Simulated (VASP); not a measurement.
# TiO (P-62m) in VASP: further runs

Runs on TiO. Level: r2SCAN. Tasks: single point.

All numbers are computed with VASP 6.6.1; they aren't measurements. Logs are shortened: lines on timing, memory, paths and dates and some standing lists are left out, and cuts for length are marked.

## Step 1: The cell of the first run

It takes space group P-62m (No. 189, hexagonal). The conventional cell has a = 4.989 Å, b = 4.989 Å, c = 2.873 Å, α = 90.00°, β = 90.00°, γ = 120.00°. Ti (site symmetry -6) has 6 O at 2.10 Å and 5 Ti at 2.87 to 2.88 Å within 2.9 Å. Ti (site symmetry -62m) has 3 O at 1.97 Å within 2.6 Å. Within 2.7 Å of O (site symmetry m2m) lie 5 Ti at 1.97 to 2.10 Å and 4 O at 2.66 Å.

## Step 2: Single point, r2SCAN

The input, POSCAR:

```
TiO
1.0
    4.9890877720      0.0000000000      0.0000000000
   -2.4945438860      4.3206767523      0.0000000000
    0.0000000000      0.0000000000      2.8733134400
Ti O
3 3
Direct
    0.6666666667      0.3333333333      0.5000000000
    0.3333333333      0.6666666667      0.5000000000
    0.0000000000      0.0000000000      0.0000000000
    0.6055592400      0.6055592400      0.0000000000
    0.3944407600      0.0000000000      0.0000000000
    0.0000000000      0.3944407600      0.0000000000
```

The input, INCAR.step1:

```
PREC     = Accurate       # precision mode
ENCUT    = 520            # plane-wave cutoff, eV
ISMEAR   = -1             # smearing method
SIGMA    = 0.3            # smearing width, eV
LREAL    = False          # projectors in reciprocal space
LASPH    = True           # aspherical terms in the spheres
NELM     = 80             # most SCF steps
NBANDS   = 36             # bands
GGA      = PE             # functional
ALGO     = Normal         # electronic algorithm
EDIFF    = 1E-4           # SCF threshold, eV
LWAVE    = True           # write WAVECAR
LCHARG   = False          # write CHGCAR
```

The input, INCAR.step2:

```
PREC     = Accurate       # precision mode
ENCUT    = 520            # plane-wave cutoff, eV
EDIFF    = 1E-6           # SCF threshold, eV
ISMEAR   = -1             # smearing method
SIGMA    = 0.3            # smearing width, eV
LREAL    = False          # projectors in reciprocal space
LASPH    = True           # aspherical terms in the spheres
NELM     = 80             # most SCF steps
ALGO     = Normal         # electronic algorithm
ISIF     = 2              # what is computed and relaxed
LWAVE    = False          # write WAVECAR
LCHARG   = True           # write CHGCAR
METAGGA  = R2SCAN         # meta-GGA
LMIXTAU  = True         
LELF     = True           # ELF
LVHAR    = True         
NBANDS   = 36             # bands
ISTART   = 1
```

The input, KPOINTS:

```
Automatic mesh
0
Gamma
  12 12 12
```

Potentials or basis: VASP PAW PBE potentials, release 64 (Ti_sv, O).

Started as:

```sh
cat potpaw_PBE.64/Ti_sv/POTCAR potpaw_PBE.64/O/POTCAR > POTCAR
cp INCAR.step1 INCAR
mpirun -np 1 vasp_std > vasp.out
cp INCAR.step2 INCAR
mpirun -np 1 vasp_std > vasp.out
```

OUTCAR:

```text
PREC = Accurate
   ENCUT = 520
   EDIFF = 1E-6
   ISMEAR = -1
   LREAL = False
   LASPH = True
   NELM = 80
   ISIF = 2
   METAGGA = R2SCAN
   ISTART = 1

 ion  position               nearest neighbor table
   1  0.667  0.333  0.500-   6 2.10   6 2.10   5 2.10   5 2.10   4 2.10   4 2.10   2 2.88   2 2.88
                             2 2.88
   2  0.333  0.667  0.500-   5 2.10   5 2.10   6 2.10   6 2.10   4 2.10   4 2.10   1 2.88   1 2.88
                             1 2.88
   3  0.000  0.000  0.000-   5 1.97   4 1.97   6 1.97
   4  0.606  0.606  0.000-   3 1.97   2 2.10   2 2.10   1 2.10   1 2.10
   5  0.394  0.000  0.000-   3 1.97   2 2.10   2 2.10   1 2.10   1 2.10
   6  0.000  0.394  0.000-   3 1.97   1 2.10   1 2.10   2 2.10   2 2.10

  LATTYP: Found a hexagonal cell.
 ALAT       =     4.9890877720
 C/A-ratio  =     0.5759196012

  Lattice vectors:

 A1 = (   4.9890877720,   0.0000000000,   0.0000000000)
 A2 = (  -2.4945438860,   4.3206767523,   0.0000000000)
 A3 = (   0.0000000000,   0.0000000000,   2.8733134400)

Analysis of symmetry for initial positions (statically):
=====================================================================
 Subroutine PRICEL returns:
 Original cell was already a primitive cell.

 Routine SETGRP: Setting up the symmetry group for a
 hexagonal supercell.

 Subroutine GETGRP returns: Found 12 space group operations
 (whereof 12 operations were pure point group operations)
 out of a pool of 24 trial point group operations.

The static configuration has the point symmetry D_3h.

Analysis of symmetry for dynamics (positions and initial velocities):
=====================================================================
 Subroutine PRICEL returns:
 Original cell was already a primitive cell.

 Routine SETGRP: Setting up the symmetry group for a
 hexagonal supercell.

 Subroutine GETGRP returns: Found 12 space group operations
 (whereof 12 operations were pure point group operations)
 out of a pool of 24 trial point group operations.

The dynamic configuration has the point symmetry D_3h.

 Subroutine INISYM returns: Found 12 space group operations
 (whereof 12 operations are pure point group operations),
 and found     1 'primitive' translations

----------------------------------------------------------------------------------------

                                     Primitive cell

  volume of cell :      61.9378

  direct lattice vectors                    reciprocal lattice vectors
     4.989087772  0.000000000  0.000000000     0.200437444  0.115722612  0.000000000
    -2.494543886  4.320676752  0.000000000     0.000000000  0.231445224  0.000000000
     0.000000000  0.000000000  2.873313440     0.000000000  0.000000000  0.348030252

  length of vectors
     4.989087772  4.989087772  2.873313440     0.231445224  0.231445224  0.348030252

  position of ions in fractional coordinates (direct lattice)
     0.666666667  0.333333333  0.500000000
     0.333333333  0.666666667  0.500000000
     0.000000000  0.000000000  0.000000000
     0.605559240  0.605559240  0.000000000
     0.394440760  0.000000000  0.000000000
     0.000000000  0.394440760  0.000000000

  ion indices of the primitive-cell ions
   primitive index   ion index
                 1           1
                 2           2
                 3           3
                 4           4
                 5           5
                 6           6

----------------------------------------------------------------------------------------

 KPOINTS: Automatic mesh

Automatic generation of k-mesh.
 Grid dimensions read from file:
 generate k-points for:   12   12   12

 Generating k-lattice:

  Cartesian coordinates                     Fractional coordinates (reciprocal lattice)
     0.016703120  0.009643551  0.000000000     0.083333333  0.000000000  0.000000000
     0.000000000  0.019287102  0.000000000     0.000000000  0.083333333  0.000000000
     0.000000000  0.000000000  0.029002521     0.000000000  0.000000000  0.083333333

  Length of vectors
     0.019287102  0.019287102  0.029002521

  Shift w.r.t. Gamma in fractional coordinates (k-lattice)
     0.000000000  0.000000000  0.000000000

 Subroutine IBZKPT returns following result:
 ===========================================

 Found    133 irreducible k-points:

 Following reciprocal coordinates:
            Coordinates               Weight
  0.000000  0.000000  0.000000      1.000000
  0.083333  0.000000  0.000000      6.000000
  0.166667  0.000000  0.000000      6.000000
  0.250000  0.000000  0.000000      6.000000
  0.333333  0.000000  0.000000      6.000000
  0.416667  0.000000  0.000000      6.000000
[... 16 lines left out ...]
  0.250000  0.000000  0.083333     12.000000
  0.333333  0.000000  0.083333     12.000000
 [... further k-points ...]
   k-points           NKPTS =    133   k-points in BZ     NKDIM =    133   number of bands    NBANDS=     36
   number of dos      NEDOS =    301   number of ions     NIONS =      6
   total plane-waves  NPLWV =  38400
   dimension x,y,z NGX =    40 NGY =   40 NGZ =   24
   dimension x,y,z NGXF=    80 NGYF=   80 NGZF=   48
   ions per type =               3   3
   NGX,Y,Z   is equivalent  to a cutoff of  13.33, 13.33, 13.89 a.u.
   NGXF,Y,Z  is equivalent  to a cutoff of  26.66, 26.66, 27.77 a.u.
 SYSTEM =  unknown system
   PREC   = accura    normal or accurate (medium, high low for compatibility)
   ISTART =      1    job   : 0-new  1-cont  2-samecut
   ICHARG =      0    charge: 1-file 2-atom 10-const
   ISPIN  =      1    spin polarized calculation?
   LNONCOLLINEAR =      F non collinear calculations
   LSORBIT =      F    spin-orbit coupling
   LASPH  =      T    aspherical Exc in radial PAW
   ENCUT  =  520.0 eV  38.22 Ry    6.18 a.u.   9.28  9.28  5.34*2*pi/ulx,y,z
   NELM   =     80;   NELMIN=  2; NELMDL=  0     # of ELM steps
   EDIFF  = 0.1E-05   stopping-criterion for ELM
   LREAL  =      F    real-space projection
   EDIFFG = 0.1E-04   stopping-criterion for IOM
   NSW    =      0    number of steps for IOM
   IBRION =     -1    ionic relax: 0-MD 1-quasi-New 2-CG
   NFREE  =      0    steps in history (QN), initial steepest desc. (CG)
   ISIF   =      2    stress and relaxation
   ISYM   =      2    0-nonsym 1-usesym 2-fastsym
   POTIM  = 0.5000    time-step for ionic-motion
   TEBEG  =    0.0;   TEEND  =   0.0 temperature during run
   PSTRESS=    0.0 pullay stress
   NELECT =      54.0000    total number of electrons
   NUPDOWN=      -1.0000    fix difference up-down
   EMIN   =  10.00;   EMAX   =-10.00  energy-range for DOS
   EFERMI =   0.00;   METHOD = LEGACY
   ISMEAR =    -1;   SIGMA  =   0.30  broadening in eV -4-tet -1-fermi 0-gaus
   EFERMI_NEDOS =   21; number of points for ismear=-14 and -15
   IALGO  =     38    algorithm
   IMIX   =      4    mixing-type and parameters
     AMIX     =   0.40;   BMIX     =  1.00
     AMIX_MAG =   1.60;   BMIX_MAG =  1.00
  volume/ion in A,a.u.               =      10.32        69.66
  Fermi-wavevector in a.u.,A,eV,Ry     =   1.563942  2.955423 33.278709  2.445916
  Thomas-Fermi vector in A             =   2.666639
   LORBIT       =      0    0 simple, 1 ext, 2 COOP (PROOUT), +10 PAW based schemes
   METAGGA = R2SCAN    functional components
   LHFCALC =     F    Hartree Fock is set to
   AEXX    =    0.0000 exact exchange contribution
   IVDW    =     0    specifies the selected vdW correction
   LEPSILON=     F    determine dielectric tensor
   LRPA    =     F    only Hartree local field effects (RPA)
 non-spin polarized calculation
  energy-cutoff  :      520.00
  volume of cell :       61.94
 maximum number of plane-waves:      1691
 NGX is ok and might be reduce to    40
   NGX = 19   NGY = 19   NGZ = 11

 number of electron      54.0000004 magnetization

 Free energy of the ion-electron system (eV)
  ---------------------------------------------------
  ext. energy  EPLUGINS =         0.00000000
  ---------------------------------------------------
  free energy    TOTEN  =       -73.84416788 eV

  energy without entropy =      -73.29252253  energy(sigma->0) =      -73.56834520

 E-fermi :  10.5644     XC(G=0): -13.2767

 val. band max:       10.5406603320   @ k =   0.0000   0.0000   0.1667
 cond. band min:      10.5684835945   @ k =   0.1667   0.1667   0.5000
 fundamental gap:      0.0278232625
 Fermi energy:        10.5643713029

 k-point     1 :       0.0000    0.0000    0.0000
  band No.  band energies     occupation
      1     -49.9051      2.00000
      2     -49.8243      2.00000
      3     -49.3888      2.00000
      4     -25.3417      2.00000
      5     -25.3416      2.00000
      6     -25.0441      2.00000
[... 28 lines left out ...]
     35      12.7113      0.00156
     36      12.9409      0.00073

 k-point     2 :       0.0833    0.0000    0.0000
  band No.  band energies     occupation
      1     -49.9038      2.00000
      2     -49.8254      2.00000
      3     -49.3889      2.00000
      4     -25.3476      2.00000
      5     -25.3415      2.00000
      6     -25.0363      2.00000
[... 28 lines left out ...]
     35      12.7300      0.00146
     36      13.0397      0.00052

 k-point     3 :       0.1667    0.0000    0.0000
  band No.  band energies     occupation
      1     -49.9000      2.00000
      2     -49.8289      2.00000
      3     -49.3892      2.00000
      4     -25.3628      2.00000
      5     -25.3377      2.00000
      6     -25.0197      2.00000
[... 28 lines left out ...]
     35      12.7835      0.00123
     36      13.3019      0.00022
[... 742 lines left out ...]
 k-point    23 :       0.2500    0.0000    0.0833
  band No.  band energies     occupation
      1     -49.8904      2.00000
      2     -49.8309      2.00000
      3     -49.3864      2.00000
      4     -25.3702      2.00000
      5     -25.3143      2.00000
      6     -25.0518      2.00000
[... 28 lines left out ...]
     35      12.7902      0.00120
     36      13.2110      0.00029

 k-point    24 :       0.3333    0.0000    0.0833
  band No.  band energies     occupation
      1     -49.8834      2.00000
      2     -49.8375      2.00000
      3     -49.3868      2.00000
      4     -25.3867      2.00000
      5     -25.2890      2.00000
      6     -25.0543      2.00000
[... 28 lines left out ...]
     35      12.8673      0.00093
     36      13.0820      0.00045

 [... further k-points ...]

------------------------ aborting loop because EDIFF is reached ----------------------------------------

  FORCE on cell =-STRESS in cart. coord.  units (eV):
  Direction    XX          YY          ZZ          XY          YZ          ZX
  --------------------------------------------------------------------------------------
  -------------------------------------------------------------------------------------
  Total        0.5310294      0.5310294      0.6459010      0.0000000      0.0000000      0.0000000
  in kB       13.7364098     13.7364098     16.7078516      0.0000000      0.0000000      0.0000000
  external PRESSURE =      14.7268904 kB  Pullay stress =       0.0000000 kB

 VOLUME and BASIS-vectors are now :
 -----------------------------------------------------------------------------
  energy-cutoff  :      520.00
  volume of cell :       61.94
      direct lattice vectors                 reciprocal lattice vectors
     4.989087772  0.000000000  0.000000000     0.200437444  0.115722612  0.000000000
    -2.494543886  4.320676752  0.000000000     0.000000000  0.231445224  0.000000000
     0.000000000  0.000000000  2.873313440     0.000000000  0.000000000  0.348030252

 POSITION                                       TOTAL-FORCE (eV/Angst)
 -----------------------------------------------------------------------------------
      2.49454      1.44023      1.43666        -0.000000     -0.000000     -0.000000
     -0.00000      2.88045      1.43666        -0.000000      0.000000     -0.000000
      0.00000      0.00000      0.00000        -0.000000      0.000000     -0.000000
      1.51059      2.61643      0.00000         0.013352      0.023126     -0.000000
      1.96790      0.00000      0.00000        -0.026704      0.000000      0.000000
     -0.98395      1.70425      0.00000         0.013352     -0.023126     -0.000000
 -----------------------------------------------------------------------------------
    total drift:                               -0.000001     -0.000001      0.000001

  FREE ENERGIE OF THE ION-ELECTRON SYSTEM (eV)
  ---------------------------------------------------
  free  energy   TOTEN  =       -73.8441678775 eV

  energy  without entropy=      -73.2925225311  energy(sigma->0) =      -73.56834520
```

Run time: 29 min. Hardware: 1 thread of AMD EPYC 7R43 (Zen 3), shared host; peak memory 0.32 GiB.

What came out:

| Property | Result |
| --- | --- |
| Free energy | -73.8442 eV |
| Pressure | 1.5 GPa |
| Largest force | 0.027 eV/Å |
| Band gap on the k mesh | zero (bands 27 and 28 overlap by 1.33 eV) |

Forces on the atoms (eV/Å):
```
Ti   0.000  0.000  0.000
Ti   0.000  0.000  0.000
Ti   0.000  0.000  0.000
O    0.013  0.023  0.000
O   -0.027  0.000  0.000
O    0.013 -0.023  0.000
```

Levels at points of the mesh, in eV from the Fermi level:
```tsv
k point	band 25	band 26	band 27	band 28	band 29	band 30
(0.00, 0.00, 0.00)	-3.45	-0.66	-0.61	-0.61	0.73	0.73
(0.50, 0.00, 0.00)	-2.55	-1.89	-1.57	0.67	1.37	1.44
(0.00, 0.00, 0.50)	-1.81	-1.81	0.73	1.46	1.46	1.49
(0.50, 0.00, 0.50)	-1.86	-1.32	-0.35	0.78	1.06	1.84
```

Caveat: so wide a smearing shifts energies and pressures; the PAW data sets were made with another functional, which shifts forces and pressure a little; semilocal functionals often make such compounds metallic where correlation or magnetic order opens a gap, which also shifts bond lengths.

## Step 3: Single point, r2SCAN

POSCAR is that of step 2.

The input, INCAR.step1:

```
SYSTEM = TiO
PREC = Accurate
ENCUT = 520
ISMEAR = 1
SIGMA = 0.02
LREAL = .False.
LASPH = .True.
NELM = 100
NBANDS = 36
GGA = PE
ALGO = Normal
EDIFF = 1E-4
LWAVE = .True.
LCHARG = .False.
```

The input, INCAR.step2:

```
SYSTEM = TiO
PREC = Accurate
ENCUT = 520
EDIFF = 1E-7
ISMEAR = 1
SIGMA = 0.02
LREAL = .False.
LASPH = .True.
NELM = 100
ALGO = Normal
ISIF = 2
LWAVE = .False.
LCHARG = .True.
METAGGA = R2SCAN
LMIXTAU = .True.
LELF = .True.
LVHAR = .True.
NBANDS = 36
ISTART = 1
```

The input, KPOINTS:

```
regular mesh
0
Gamma
  12 12 12
  0 0 0
```

Potentials or basis: VASP PAW PBE potentials, release 64 (Ti_sv, O).

Started as:

```sh
cat potpaw_PBE.64/Ti_sv/POTCAR potpaw_PBE.64/O/POTCAR > POTCAR
cp INCAR.step1 INCAR
mpirun -np 1 vasp_std > vasp.out
cp INCAR.step2 INCAR
mpirun -np 1 vasp_std > vasp.out
```

OUTCAR:

```text
SYSTEM = TiO
   PREC = Accurate
   ENCUT = 520
   EDIFF = 1E-7
   ISMEAR = 1
   LREAL = .False.
   LASPH = .True.
   NELM = 100
   ISIF = 2
   METAGGA = R2SCAN
   ISTART = 1

 ion  position               nearest neighbor table
   1  0.667  0.333  0.500-   6 2.10   6 2.10   5 2.10   5 2.10   4 2.10   4 2.10   2 2.88   2 2.88
                             2 2.88
   2  0.333  0.667  0.500-   5 2.10   5 2.10   6 2.10   6 2.10   4 2.10   4 2.10   1 2.88   1 2.88
                             1 2.88
   3  0.000  0.000  0.000-   5 1.97   4 1.97   6 1.97
   4  0.606  0.606  0.000-   3 1.97   2 2.10   2 2.10   1 2.10   1 2.10
[... 1147 lines left out ...]
  Total        0.0491078      0.0491078     -0.0475351      0.0000000     -0.0000000      0.0000000
  in kB        1.2702969      1.2702969     -1.2296154      0.0000000     -0.0000000      0.0000000
  external PRESSURE =       0.4369928 kB  Pullay stress =       0.0000000 kB

 VOLUME and BASIS-vectors are now :
 -----------------------------------------------------------------------------
  energy-cutoff  :      520.00
  volume of cell :       61.94
      direct lattice vectors                 reciprocal lattice vectors
     4.989087772  0.000000000  0.000000000     0.200437444  0.115722612  0.000000000
    -2.494543886  4.320676752  0.000000000     0.000000000  0.231445224  0.000000000
     0.000000000  0.000000000  2.873313440     0.000000000  0.000000000  0.348030252

 POSITION                                       TOTAL-FORCE (eV/Angst)
 -----------------------------------------------------------------------------------
      2.49454      1.44023      1.43666         0.000000     -0.000000     -0.000000
     -0.00000      2.88045      1.43666         0.000000      0.000000     -0.000000
      0.00000      0.00000      0.00000         0.000000      0.000000     -0.000000
      1.51059      2.61643      0.00000         0.003904      0.006762      0.000000
      1.96790      0.00000      0.00000        -0.007808      0.000000      0.000000
     -0.98395      1.70425      0.00000         0.003904     -0.006762     -0.000000
 -----------------------------------------------------------------------------------
    total drift:                               -0.000001     -0.000002      0.000001

  FREE ENERGIE OF THE ION-ELECTRON SYSTEM (eV)
  ---------------------------------------------------
  free  energy   TOTEN  =       -73.6474571379 eV

  energy  without entropy=      -73.6473959474  energy(sigma->0) =      -73.64743674
```

OUTCAR.step1:

```text
SYSTEM = TiO
   PREC = Accurate
   ENCUT = 520
   ISMEAR = 1
   LREAL = .False.
   LASPH = .True.
   NELM = 100
[... 1175 lines left out ...]
      1.51059      2.61643      0.00000         0.000393      0.000681      0.000000
      1.96790      0.00000      0.00000        -0.000787      0.000000      0.000000
     -0.98395      1.70425      0.00000         0.000393     -0.000681     -0.000000
 -----------------------------------------------------------------------------------
    total drift:                               -0.000001     -0.000001      0.000001

  FREE ENERGIE OF THE ION-ELECTRON SYSTEM (eV)
  ---------------------------------------------------
  free  energy   TOTEN  =       -53.7889613061 eV

  energy  without entropy=      -53.7890078983  energy(sigma->0) =      -53.78897684
```

Wall time 50 min (1 thread of AMD EPYC 7R43 (Zen 3), shared host); peak memory 0.32 GiB.

Results:

- Free energy: -73.6475 eV
- Pressure: 0.0 GPa
- Largest force: 0.008 eV/Å
- Band gap on the k mesh: zero (bands 27 and 28 overlap by 1.33 eV)

Forces on the atoms (eV/Å):
```
Ti   0.000  0.000  0.000
Ti   0.000  0.000  0.000
Ti   0.000  0.000  0.000
O    0.004  0.007  0.000
O   -0.008  0.000  0.000
O    0.004 -0.007  0.000
```

Stress tensor (GPa, compression positive):
```
 0.13  0.00  0.00
 0.00  0.13  0.00
 0.00  0.00 -0.12
```

Caveat: the PAW data sets were made with another functional, which shifts forces and pressure a little; semilocal functionals often make such compounds metallic where correlation or magnetic order opens a gap, which also shifts bond lengths.

The gap in the log of VASP goes by the Fermi energy; the results here count the filled bands.